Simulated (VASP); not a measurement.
# ZrSi2 (Cmcm) in VASP: a series of runs

Runs on ZrSi2. Level: PBE. Tasks: single point.

Program: VASP 6.6.1. These are calculated values, not measurements. Logs are shortened: lines on timing, memory, paths and dates and some standing lists are left out, and cuts for length are marked.

### Step 1. The cell of the first run

Symmetry: Cmcm, No. 63, orthorhombic system. Conventional cell: a = 3.713 Å, b = 14.851 Å, c = 3.687 Å, α = 90.00°, β = 90.00°, γ = 90.00°. Zr (site symmetry m2m) has 10 Si at 2.73 to 3.00 Å and 6 Zr at 3.64 to 3.71 Å within 3.8 Å. Si (site symmetry m2m) has 2 Si at 2.42 Å and 6 Zr at 2.73 to 3.00 Å within 3.2 Å. Si (site symmetry m2m) has 8 Si at 2.62 to 3.47 Å and 4 Zr at 2.83 Å within 3.5 Å.

### Step 2. Single point, PBE

Input file INCAR:

```
PREC = Accurate
ENCUT = 520
EDIFF = 1E-6
ISMEAR = 0
SIGMA = 0.1
LREAL = F
LASPH = T
NELM = 80
ALGO = Normal
ISIF = 2
LWAVE = F
LCHARG = F
GGA = PE
NBANDS = 29
```

Input file KPOINTS:

```
Automatic mesh
0
Gamma
  10 10 10
```

Input file POSCAR:

```
ZrSi2
1.0
    1.8562529778     -7.4253565028      0.0000000000
    1.8562529778      7.4253565028      0.0000000000
    0.0000000000      0.0000000000      3.6867707970
Zr Si
2 4
Direct
    0.8945123128      0.1054876872      0.7500000000
    0.1054876872      0.8945123128      0.2500000000
    0.5529002747      0.4470997253      0.7500000000
    0.4470997253      0.5529002747      0.2500000000
    0.2502884836      0.7497115164      0.7500000000
    0.7497115164      0.2502884836      0.2500000000
```

Potentials or basis: VASP PAW PBE potentials, release 64 (Zr_sv, Si).

Launch:

```sh
$ cat potpaw_PBE.64/Zr_sv/POTCAR potpaw_PBE.64/Si/POTCAR > POTCAR
$ mpirun -np 1 vasp_std > vasp.out
```

OUTCAR:

```text
PREC = Accurate
   ENCUT = 520
   EDIFF = 1E-6
   ISMEAR = 0
   LREAL = F
   LASPH = T
   NELM = 80
   ISIF = 2
   GGA = PE

 ion  position               nearest neighbor table
   1  0.895  0.105  0.750-   4 2.73   4 2.73   4 2.73   4 2.73   6 2.83   6 2.83   5 2.83   5 2.83
                             3 3.00   3 3.00   2 3.64   2 3.64
   2  0.105  0.895  0.250-   3 2.73   3 2.73   3 2.73   3 2.73   5 2.83   5 2.83   6 2.83   6 2.83
                             4 3.00   4 3.00   1 3.64   1 3.64
   3  0.553  0.447  0.750-   4 2.42   4 2.42   2 2.73   2 2.73   2 2.73   2 2.73   1 3.00   1 3.00

   4  0.447  0.553  0.250-   3 2.42   3 2.42   1 2.73   1 2.73   1 2.73   1 2.73   2 3.00   2 3.00

   5  0.250  0.750  0.750-   6 2.62   6 2.62   6 2.62   6 2.62   2 2.83   2 2.83   1 2.83   1 2.83

   6  0.750  0.250  0.250-   5 2.62   5 2.62   5 2.62   5 2.62   1 2.83   1 2.83   2 2.83   2 2.83

  LATTYP: Found a base centered orthorhombic cell.
 ALAT       =     3.7125059556
 B/A-ratio  =     4.0001856383
 C/A-ratio  =     0.9930679819

  Lattice vectors:

 A1 = (   1.8562529778,  -7.4253565028,   0.0000000000)
 A2 = (   1.8562529778,   7.4253565028,   0.0000000000)
 A3 = (   0.0000000000,   0.0000000000,   3.6867707970)

Analysis of symmetry for initial positions (statically):
=====================================================================
 Subroutine PRICEL returns:
 Original cell was already a primitive cell.

 Routine SETGRP: Setting up the symmetry group for a
 base centered orthorhombic supercell.

 Subroutine GETGRP returns: Found  8 space group operations
 (whereof  4 operations were pure point group operations)
 out of a pool of  8 trial point group operations.

The static configuration has the point symmetry C_2h.
 The point group associated with its full space group is D_2h.

Analysis of symmetry for dynamics (positions and initial velocities):
=====================================================================
 Subroutine PRICEL returns:
 Original cell was already a primitive cell.

 Routine SETGRP: Setting up the symmetry group for a
 base centered orthorhombic supercell.

 Subroutine GETGRP returns: Found  8 space group operations
 (whereof  4 operations were pure point group operations)
 out of a pool of  8 trial point group operations.

The dynamic configuration has the point symmetry C_2h.
 The point group associated with its full space group is D_2h.

 Subroutine INISYM returns: Found  8 space group operations
 (whereof  4 operations are pure point group operations),
 and found     1 'primitive' translations

----------------------------------------------------------------------------------------

                                     Primitive cell

  volume of cell :     101.6320

  direct lattice vectors                    reciprocal lattice vectors
     1.856252978 -7.425356503  0.000000000     0.269359837 -0.067336834  0.000000000
     1.856252978  7.425356503  0.000000000     0.269359837  0.067336834  0.000000000
     0.000000000  0.000000000  3.686770797     0.000000000  0.000000000  0.271240078

  length of vectors
     7.653861399  7.653861399  3.686770797     0.277649007  0.277649007  0.271240078

  position of ions in fractional coordinates (direct lattice)
     0.894512313  0.105487687  0.750000000
     0.105487687  0.894512313  0.250000000
     0.552900275  0.447099725  0.750000000
     0.447099725  0.552900275  0.250000000
     0.250288484  0.749711516  0.750000000
     0.749711516  0.250288484  0.250000000

  ion indices of the primitive-cell ions
   primitive index   ion index
                 1           1
                 2           2
                 3           3
                 4           4
                 5           5
                 6           6

----------------------------------------------------------------------------------------

 KPOINTS: Automatic mesh

Automatic generation of k-mesh.
 Grid dimensions read from file:
 generate k-points for:   10   10   10

 Generating k-lattice:

  Cartesian coordinates                     Fractional coordinates (reciprocal lattice)
     0.026935984 -0.006733683  0.000000000     0.100000000  0.000000000  0.000000000
     0.026935984  0.006733683  0.000000000     0.000000000  0.100000000  0.000000000
     0.000000000  0.000000000  0.027124008     0.000000000  0.000000000  0.100000000

  Length of vectors
     0.027764901  0.027764901  0.027124008

  Shift w.r.t. Gamma in fractional coordinates (k-lattice)
     0.000000000  0.000000000  0.000000000

 Subroutine IBZKPT returns following result:
 ===========================================

 Found    186 irreducible k-points:

 Following reciprocal coordinates:
            Coordinates               Weight
  0.000000  0.000000  0.000000      1.000000
  0.100000  0.000000  0.000000      4.000000
  0.200000  0.000000  0.000000      4.000000
  0.300000  0.000000  0.000000      4.000000
  0.400000  0.000000  0.000000      4.000000
  0.500000  0.000000  0.000000      2.000000
[... 16 lines left out ...]
  0.300000  0.300000  0.000000      2.000000
  0.400000  0.300000  0.000000      4.000000
 [... further k-points ...]
   k-points           NKPTS =    186   k-points in BZ     NKDIM =    186   number of bands    NBANDS=     29
   number of dos      NEDOS =    301   number of ions     NIONS =      6
   total plane-waves  NPLWV = 100800
   dimension x,y,z NGX =    60 NGY =   60 NGZ =   28
   dimension x,y,z NGXF=   120 NGYF=  120 NGZF=   56
   ions per type =               2   4
   NGX,Y,Z   is equivalent  to a cutoff of  13.03, 13.03, 12.63 a.u.
   NGXF,Y,Z  is equivalent  to a cutoff of  26.06, 26.06, 25.25 a.u.
 SYSTEM =  unknown system
   PREC   = accura    normal or accurate (medium, high low for compatibility)
   ISTART =      0    job   : 0-new  1-cont  2-samecut
   ICHARG =      2    charge: 1-file 2-atom 10-const
   ISPIN  =      1    spin polarized calculation?
   LNONCOLLINEAR =      F non collinear calculations
   LSORBIT =      F    spin-orbit coupling
   LASPH  =      T    aspherical Exc in radial PAW
   ENCUT  =  520.0 eV  38.22 Ry    6.18 a.u.  14.23 14.23  6.85*2*pi/ulx,y,z
   NELM   =     80;   NELMIN=  2; NELMDL= -5     # of ELM steps
   EDIFF  = 0.1E-05   stopping-criterion for ELM
   LREAL  =      F    real-space projection
   EDIFFG = 0.1E-04   stopping-criterion for IOM
   NSW    =      0    number of steps for IOM
   IBRION =     -1    ionic relax: 0-MD 1-quasi-New 2-CG
   NFREE  =      0    steps in history (QN), initial steepest desc. (CG)
   ISIF   =      2    stress and relaxation
   ISYM   =      2    0-nonsym 1-usesym 2-fastsym
   POTIM  = 0.5000    time-step for ionic-motion
   TEBEG  =    0.0;   TEEND  =   0.0 temperature during run
   PSTRESS=    0.0 pullay stress
   NELECT =      40.0000    total number of electrons
   NUPDOWN=      -1.0000    fix difference up-down
   EMIN   =  10.00;   EMAX   =-10.00  energy-range for DOS
   EFERMI =   0.00;   METHOD = LEGACY
   ISMEAR =     0;   SIGMA  =   0.10  broadening in eV -4-tet -1-fermi 0-gaus
   EFERMI_NEDOS =   21; number of points for ismear=-14 and -15
   IALGO  =     38    algorithm
   IMIX   =      4    mixing-type and parameters
     AMIX     =   0.40;   BMIX     =  1.00
     AMIX_MAG =   1.60;   BMIX_MAG =  1.00
  volume/ion in A,a.u.               =      16.94       114.31
  Fermi-wavevector in a.u.,A,eV,Ry     =   1.199733  2.267167 19.583674  1.439359
  Thomas-Fermi vector in A             =   2.335588
   LORBIT       =      0    0 simple, 1 ext, 2 COOP (PROOUT), +10 PAW based schemes
   GGA     = PE    functional components
   LHFCALC =     F    Hartree Fock is set to
   AEXX    =    0.0000 exact exchange contribution
   IVDW    =     0    specifies the selected vdW correction
   LEPSILON=     F    determine dielectric tensor
   LRPA    =     F    only Hartree local field effects (RPA)
 non-spin polarized calculation
 Gauss-broadening in eV      SIGMA  =   0.10
  energy-cutoff  :      520.00
  volume of cell :      101.63
 maximum number of plane-waves:      2758
 NGX is ok and might be reduce to    60
   NGX = 29   NGY = 29   NGZ = 13

 number of electron      40.0000000 magnetization

 Free energy of the ion-electron system (eV)
  ---------------------------------------------------
  ext. energy  EPLUGINS =         0.00000000
  ---------------------------------------------------
  free energy    TOTEN  =       -42.71782800 eV

  energy without entropy =      -42.71082599  energy(sigma->0) =      -42.71432699

 E-fermi :   9.8888     XC(G=0): -11.2147

 val. band max:        9.8881797227   @ k =   0.5000   0.4000   0.3000
 cond. band min:       9.8983058380   @ k =   0.5000   0.4000   0.1000
 fundamental gap:      0.0101261153
 Fermi energy:         9.8887793582

 k-point     1 :       0.0000    0.0000    0.0000
  band No.  band energies     occupation
      1     -38.9389      2.00000
      2     -38.9277      2.00000
      3     -17.1584      2.00000
      4     -17.0232      2.00000
      5     -17.0053      2.00000
      6     -17.0029      2.00000
[... 21 lines left out ...]
     28      12.7556      0.00000
     29      13.8269      0.00000

 k-point     2 :       0.1000    0.0000    0.0000
  band No.  band energies     occupation
      1     -38.9380      2.00000
      2     -38.9269      2.00000
      3     -17.1550      2.00000
      4     -17.0407      2.00000
      5     -17.0186      2.00000
      6     -17.0042      2.00000
[... 21 lines left out ...]
     28      13.1183      0.00000
     29      13.5176      0.00000

 k-point     3 :       0.2000    0.0000    0.0000
  band No.  band energies     occupation
      1     -38.9358      2.00000
      2     -38.9248      2.00000
      3     -17.1462      2.00000
      4     -17.0858      2.00000
      5     -17.0594      2.00000
      6     -17.0014      2.00000
[... 638 lines left out ...]
      5     -17.1211      2.00000
      6     -16.9986      2.00000
[... 21 lines left out ...]
     28      13.3489      0.00000
     29      13.6247      0.00000

 k-point    24 :       0.4000    0.3000    0.0000
  band No.  band energies     occupation
      1     -38.9328      2.00000
      2     -38.9223      2.00000
      3     -17.1469      2.00000
      4     -17.1226      2.00000
      5     -17.1090      2.00000
      6     -17.0053      2.00000
[... 21 lines left out ...]
     28      13.5980      0.00000
     29      13.8575      0.00000

 [... further k-points ...]

------------------------ aborting loop because EDIFF is reached ----------------------------------------

  FORCE on cell =-STRESS in cart. coord.  units (eV):
  Direction    XX          YY          ZZ          XY          YZ          ZX
  --------------------------------------------------------------------------------------
  -------------------------------------------------------------------------------------
  Total       -0.6008922     -0.6390670     -0.6363758      0.0000000      0.0000000      0.0000000
  in kB       -9.4727601    -10.0745672    -10.0321414      0.0000000      0.0000000      0.0000000
  external PRESSURE =      -9.8598229 kB  Pullay stress =       0.0000000 kB

 VOLUME and BASIS-vectors are now :
 -----------------------------------------------------------------------------
  energy-cutoff  :      520.00
  volume of cell :      101.63
      direct lattice vectors                 reciprocal lattice vectors
     1.856252978 -7.425356503  0.000000000     0.269359837 -0.067336834  0.000000000
     1.856252978  7.425356503  0.000000000     0.269359837  0.067336834  0.000000000
     0.000000000  0.000000000  3.686770797     0.000000000  0.000000000  0.271240078

 POSITION                                       TOTAL-FORCE (eV/Angst)
 -----------------------------------------------------------------------------------
      1.85625     -5.85879      2.76508         0.000000      0.004329     -0.000000
      1.85625      5.85879      0.92169         0.000000     -0.004329      0.000000
      1.85625     -0.78561      2.76508         0.000000      0.011351      0.000000
      1.85625      0.78561      0.92169         0.000000     -0.011351      0.000000
      1.85625      3.70839      2.76508         0.000000     -0.001136      0.000000
      1.85625     -3.70839      0.92169         0.000000      0.001136      0.000000
 -----------------------------------------------------------------------------------
    total drift:                               -0.000000     -0.000000      0.000000

  FREE ENERGIE OF THE ION-ELECTRON SYSTEM (eV)
  ---------------------------------------------------
  free  energy   TOTEN  =       -42.7178279995 eV

  energy  without entropy=      -42.7108259902  energy(sigma->0) =      -42.71432699
```

Wall time 11 min (1 thread of Intel Xeon Platinum 8259CL at 2.50GHz (Skylake/Cascade Lake), shared host); peak memory 0.61 GiB.

Results:

```
Free energy            : -42.7178 eV
Pressure               : -1.0 GPa
Largest force          : 0.011 eV/Å
Band gap on the k mesh : zero (bands 20 and 21 overlap by 0.93 eV)
```

Forces on the atoms (eV/Å):
```
Zr   0.000  0.004  0.000
Zr   0.000 -0.004  0.000
Si   0.000  0.011  0.000
Si   0.000 -0.011  0.000
Si   0.000 -0.001  0.000
Si   0.000  0.001  0.000
```

(Continued in part 2 of 2.)
